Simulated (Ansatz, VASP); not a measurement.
# Two plane-wave programs on BeSb

File INCAR:

```
PREC     = Accurate       # precision mode
ENCUT    = 600            # plane-wave cutoff, eV
EDIFF    = 1E-7           # SCF threshold, eV
ISMEAR   = 0              # smearing method
SIGMA    = 0.1            # smearing width, eV
LREAL    = F              # projectors in reciprocal space
LASPH    = T              # aspherical terms in the spheres
NELM     = 100            # most SCF steps
ALGO     = Normal         # electronic algorithm
ISIF     = 3              # what is computed and relaxed
LWAVE    = F              # write WAVECAR
LCHARG   = F              # write CHGCAR
GGA      = PE             # functional
IBRION   = 2              # ionic algorithm
NSW      = 90             # ionic steps
EDIFFG   = -0.04          # ionic threshold
```

KPOINTS

```
Automatic mesh
0
Gamma
  6 6 6
```

File POSCAR:

```
BeSb
1.0
    3.2204624300      0.0000000000      0.0000000000
    0.0000000000      3.2204624300      0.0000000000
    0.0000000000      0.0000000000      3.3393275900
Be Sb
1 1
Direct
    0.5000000000      0.5000000000      0.5613481100
    0.0000000000      0.0000000000      0.9386518900
```

Input for Ansatz:

```yaml
crystal:
  lattice:
    - [3.22046243, 0.0, 0.0]
    - [0.0, 3.22046243, 0.0]
    - [0.0, 0.0, 3.33932759]
  atoms:
    - { symbol: Be, position: [0.5, 0.5, 0.56134811] }
    - { symbol: Sb, position: [0.0, 0.0, 0.93865189] }
basis:
  ecutwfc: 420
kpoints:
  mp_grid: { grid: [6, 6, 6] }
hamiltonian:
  xc: pbe
scf:
  occupations: { method: gaussian, width: 0.1 }
  lower_state_search: "off"
output:
  forces: true
  stress: true
  eigenvalues: true
relax:
  adjacent_minimum: "off"
  f_tol: 0.04
  max_steps: 70
  cell: { stress_tol: 0.4 }
```

Alike in both runs: task relaxation of cell and atoms; functional PBE; k mesh 6 × 6 × 6; occupations gaussian, width 0.1 eV; no spin polarisation.

|  | VASP | Ansatz |
| --- | --- | --- |
| version | VASP 6.6.1 | Ansatz 0.2.0 |
| potentials or method | VASP PAW PBE potentials, release 64 (Be, Sb), cutoff 600 eV | scalar-relativistic, plane waves, PAW |
| valence electrons in the cell | 7 | 17 |

|  | VASP | Ansatz | Ansatz less VASP |
| --- | --- | --- | --- |
| gap on the k mesh at the Fermi level, each at its own relaxed structure (eV) | none | none | - |
| relaxed volume (Å³/atom) | 18.80 | 18.70 | -0.098 |
| relaxed length of the cell vector where the two differ most in proportion (Å) | 3.392 | 3.380 | -0.0120 |

A gap of «none» marks a metal or a gap that the smearing closes. VASP's potentials hold 7 valence electrons a cell and Ansatz's 17, so a difference there can come from the potentials and not from the codes.

Spin-orbit coupling is off throughout.
